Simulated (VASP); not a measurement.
Runs of VASP 6.6.1 on K3LuN2. The structure is that of space group P6/mmm (No. 191), or close to it. The cells are those of the table. 

```csv
task,cell,k mesh,cutoff (eV),gap on the mesh (eV),pressure (GPa),largest force (eV/Å)
relaxation of cell and atoms,"relaxed from a = 6.073, b = 6.073, c = 5.722 Å, angles 90.0, 90.0, 120.0°, 6 atoms",3 × 3 × 4,600,none,0.1,0.03
single point,"a = 7.132, b = 7.132, c = 5.430 Å, angles 90.0, 90.0, 120.0°, 6 atoms",6 × 6 × 8,520,none,0.1,0.09
single point,"a = 7.091, b = 7.091, c = 5.422 Å, angles 90.0, 90.0, 120.0°, 6 atoms",3 × 3 × 4,520,none,0.2,0.11
single point,"a = 6.073, b = 6.073, c = 5.722 Å, angles 90.0, 90.0, 120.0°, 6 atoms",3 × 3 × 4,520,none,0.2,(a)
```

Alike in all rows: level PBE; potentials or basis VASP PAW PBE potentials, release 64 (K_sv, Lu, N); no spin polarisation; smearing gaussian 0.1 eV.

Task: Estimate the missing entries.

Result: (a) 4.74.

Caveats: some runs use coarse meshes; spin-orbit coupling is left out, which moves the levels of the heavy elements; the standard files for N, O and F lose accuracy on very short bonds (some runs); forces of over 1 eV/Å act on the atoms, so gaps and moduli don't describe the material at rest (some runs).

A k mesh can miss the band edges, and the runs leave out spin-orbit coupling on Lu.

A gap of «none» marks levels without a gap at the run's occupations.
